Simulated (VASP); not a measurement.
# BaTe (F-43m) in VASP: a series of runs, part 2 of 2

VASP 6.6.1. Earlier steps stand in the parts before.

## Step 3: Single point, PBE

The input, INCAR:

```
SYSTEM = BaTe
PREC = Accurate
ENCUT = 500
EDIFF = 1E-6
ISMEAR = 0
SIGMA = 0.01
LREAL = .FALSE.
LASPH = .TRUE.
NELM = 120
ALGO = Normal
ISIF = 2
LWAVE = .FALSE.
LCHARG = .FALSE.
GGA = PE
NBANDS = 15
GGA_COMPAT = .FALSE.
```

The input, KPOINTS:

```
Automatic mesh
0
G
  2 2 2
  0 0 0
```

The input, POSCAR:

```
BaTe
1.0
    0.0000000000      3.9141586662      3.9141586662
    3.9141586662      0.0000000000      3.9141586662
    3.9141586662      3.9141586662      0.0000000000
Ba Te
1 1
Direct
    0.0000000000      0.0000000000      0.0000000000
    0.2500000000      0.2500000000      0.2500000000
```

Potentials or basis: VASP PAW PBE potentials, release 64 (Ba_sv, Te).

Started as:

```bash
> cat potpaw_PBE.64/Ba_sv/POTCAR potpaw_PBE.64/Te/POTCAR > POTCAR
> mpirun -np 1 vasp_std > vasp.out
```

OUTCAR:

```text
SYSTEM = BaTe
   PREC = Accurate
   ENCUT = 500
   EDIFF = 1E-6
   ISMEAR = 0
   LREAL = .FALSE.
   LASPH = .TRUE.
   NELM = 120
   ISIF = 2
   GGA = PE

 ion  position               nearest neighbor table
   1  0.000  0.000  0.000-   2 3.39   2 3.39   2 3.39   2 3.39
   2  0.250  0.250  0.250-   1 3.39   1 3.39   1 3.39   1 3.39

  LATTYP: Found a face centered cubic cell.
 ALAT       =     7.8283173324

  Lattice vectors:

 A1 = (   0.0000000000,   3.9141586662,   3.9141586662)
 A2 = (   3.9141586662,   0.0000000000,   3.9141586662)
 A3 = (   3.9141586662,   3.9141586662,   0.0000000000)

Analysis of symmetry for initial positions (statically):
=====================================================================
 Subroutine PRICEL returns:
 Original cell was already a primitive cell.

 Routine SETGRP: Setting up the symmetry group for a
 face centered cubic supercell.

 Subroutine GETGRP returns: Found 24 space group operations
 (whereof 24 operations were pure point group operations)
 out of a pool of 48 trial point group operations.

The static configuration has the point symmetry T_d .

Analysis of symmetry for dynamics (positions and initial velocities):
=====================================================================
 Subroutine PRICEL returns:
 Original cell was already a primitive cell.

 Routine SETGRP: Setting up the symmetry group for a
 face centered cubic supercell.

 Subroutine GETGRP returns: Found 24 space group operations
 (whereof 24 operations were pure point group operations)
 out of a pool of 48 trial point group operations.

The dynamic configuration has the point symmetry T_d .

 Subroutine INISYM returns: Found 24 space group operations
 (whereof 24 operations are pure point group operations),
 and found     1 'primitive' translations

----------------------------------------------------------------------------------------

                                     Primitive cell

  volume of cell :     119.9348
[... 96 lines left out ...]
   LEPSILON=     F    determine dielectric tensor
   LRPA    =     F    only Hartree local field effects (RPA)
 non-spin polarized calculation
 Gauss-broadening in eV      SIGMA  =   0.01
  energy-cutoff  :      500.00
  volume of cell :      119.93
 maximum number of plane-waves:      3071
   NGX = 21   NGY = 21   NGZ = 21

 number of electron      16.0000000 magnetization

 Free energy of the ion-electron system (eV)
  ---------------------------------------------------
  ext. energy  EPLUGINS =         0.00000000
  ---------------------------------------------------
  free energy    TOTEN  =        -7.99421066 eV

  energy without entropy =       -7.99421066  energy(sigma->0) =       -7.99421066

 E-fermi :   0.1617     XC(G=0):  -6.6505

 val. band max:        0.0788221596   @ k =   0.5000   0.5000   0.0000
 cond. band min:       2.6512827796   @ k =   0.0000   0.0000   0.0000
 fundamental gap:      2.5724606201
 Fermi energy:         0.1617038153

 k-point     1 :       0.0000    0.0000    0.0000
  band No.  band energies     occupation
      1     -26.8394      2.00000
      2     -12.0309      2.00000
      3     -12.0309      2.00000
      4     -12.0309      2.00000
      5      -8.6262      2.00000
      6      -0.3570      2.00000
      7      -0.3570      2.00000
      8      -0.3570      2.00000
      9       2.6513      0.00000
     10       4.1757      0.00000
     11       4.1757      0.00000
     12       6.1375      0.00000
     13       6.1375      0.00000
     14       6.1375      0.00000
[... 23 lines left out ...]
      2     -12.2175      2.00000
      3     -12.0649      2.00000
      4     -12.0649      2.00000
      5      -8.2727      2.00000
      6      -0.8917      2.00000
      7       0.0788      2.00000
      8       0.0788      2.00000
      9       2.9849      0.00000
     10       3.9648      0.00000
     11       5.0242      0.00000
     12       5.0242      0.00000
     13       5.0302      0.00000
     14       7.0732      0.00000
     15       7.5794      0.00000

------------------------ aborting loop because EDIFF is reached ----------------------------------------

  FORCE on cell =-STRESS in cart. coord.  units (eV):
  Direction    XX          YY          ZZ          XY          YZ          ZX
  --------------------------------------------------------------------------------------
  -------------------------------------------------------------------------------------
  Total        0.3443427      0.3443427      0.3443427      0.0000000      0.0000000     -0.0000000
  in kB        4.5999820      4.5999820      4.5999820      0.0000000      0.0000000     -0.0000000
  external PRESSURE =       4.5999820 kB  Pullay stress =       0.0000000 kB

 VOLUME and BASIS-vectors are now :
 -----------------------------------------------------------------------------
  energy-cutoff  :      500.00
  volume of cell :      119.93
      direct lattice vectors                 reciprocal lattice vectors
     0.000000000  3.914158666  3.914158666    -0.127741372  0.127741372  0.127741372
     3.914158666  0.000000000  3.914158666     0.127741372 -0.127741372  0.127741372
     3.914158666  3.914158666  0.000000000     0.127741372  0.127741372 -0.127741372

 POSITION                                       TOTAL-FORCE (eV/Angst)
 -----------------------------------------------------------------------------------
      0.00000      0.00000      0.00000        -0.000000      0.000000     -0.000000
      1.95708      1.95708      1.95708         0.000000     -0.000000      0.000000
 -----------------------------------------------------------------------------------
    total drift:                                0.000000      0.000000      0.000000

  FREE ENERGIE OF THE ION-ELECTRON SYSTEM (eV)
  ---------------------------------------------------
  free  energy   TOTEN  =        -7.9942106573 eV

  energy  without entropy=       -7.9942106573  energy(sigma->0) =       -7.99421066
```

stdout:

```text
POSCAR found type information on POSCAR BaTe
 POSCAR found :  2 types and       2 ions
 scaLAPACK will be used
 LDA part: xc-table for (Slater+PW92), standard interpolation
 POSCAR, INCAR and KPOINTS ok, starting setup
 FFT: planning ... GRIDC
 FFT: planning ... GRID_SOFT
 FFT: planning ... GRID
 WAVECAR not read
 entering main loop
```

It took 5.9 s on 1 thread of AMD EPYC 9R45 (Zen 5), shared host; peak memory 0.2 GiB.

What came out:

| Item | Value |
| --- | --- |
| Free energy | -7.9942 eV |
| Pressure | 0.5 GPa |
| Band gap on the k mesh | 2.57 eV (least direct gap 2.91 eV) |

Caveat: the k points lie up to 0.70 Å⁻¹ apart; spin-orbit coupling is left out, which moves the levels of the heavy elements. A k mesh can miss the band edges.

## Step 4: Single point, r2SCAN

POSCAR is that of step 3.

The input, INCAR.step1:

```
PREC = Accurate
ENCUT = 550
ISMEAR = 0
SIGMA = 0.5
LREAL = False
LASPH = True
NELM = 120
NBANDS = 15
GGA = PE
ALGO = Normal
EDIFF = 1E-5
LWAVE = True
LCHARG = False
GGA_COMPAT = False
```

The input, INCAR.step2:

```
PREC = Accurate
ENCUT = 550
EDIFF = 1E-6
ISMEAR = 0
SIGMA = 0.5
LREAL = False
LASPH = True
NELM = 120
ALGO = Normal
ISIF = 2
LWAVE = False
LCHARG = False
METAGGA = R2SCAN
LMIXTAU = True
NBANDS = 15
ISTART = 1
GGA_COMPAT = False
```

The input, KPOINTS:

```
regular mesh
0
Gamma
  4 4 4
```

Started as:

```bash
> cat potpaw_PBE.64/Ba_sv/POTCAR potpaw_PBE.64/Te/POTCAR > POTCAR
> cp INCAR.step1 INCAR
> mpirun -np 1 vasp_std > vasp.out
> cp INCAR.step2 INCAR
> mpirun -np 1 vasp_std > vasp.out
```

Wall time 56 s (1 thread of AMD EPYC 9R45 (Zen 5), shared host); peak memory 0.25 GiB.

The run converged. Its results:

```yaml
Free_energy: -55.3755 eV
Pressure: 0.2 GPa
Band_gap_on_the_k_mesh: 2.95 eV (least direct gap 3.19 eV)
```

Levels at points of the mesh, in eV from the valence-band top:
```csv
k point,band 4,band 5,band 6,band 7,band 8,band 9,band 10,band 11,band 12,band 13
"(0.00, 0.00, 0.00)",-12.45,-9.00,-0.43,-0.43,-0.43,2.95,4.60,4.60,6.55,6.55
"(0.50, 0.00, 0.00)",-12.46,-8.71,-0.69,-0.24,-0.24,4.36,4.80,4.80,4.99,5.68
"(0.50, 0.50, 0.00)",-12.48,-8.62,-0.96,0.00,0.00,3.18,4.37,5.48,5.48,5.54
```

Caveat: the PAW data sets were made with another functional, which shifts forces and pressure a little; spin-orbit coupling is left out, which moves the levels of the heavy elements. A k mesh can miss the band edges.

## Step 5: The runs side by side

```csv
level,k mesh,cutoff (eV),smearing,grid for exact exchange (PRECFOCK),share of exact exchange,screening parameter,gap on the mesh (eV),pressure (GPa)
HSE06,4 × 4 × 4,520,methfessel-paxton 0.001 eV,Normal,0.25,0.2079 1/Å,3.29,0.0
PBE,2 × 2 × 2,500,gaussian 0.01 eV,-,-,-,2.57,0.5
r2SCAN,4 × 4 × 4,550,gaussian 0.5 eV,-,-,-,2.95,0.2
```

Alike in all rows: task single point; potentials or basis VASP PAW PBE potentials, release 64 (Ba_sv, Te); no spin polarisation; cell as given.

Caveats: some runs use coarse meshes; spin-orbit coupling is left out, which moves the levels of the heavy elements; the PAW data sets were made with another functional, which shifts forces and pressure a little (at least some runs).

Absolute energies hang on the potentials; compare differences alone.
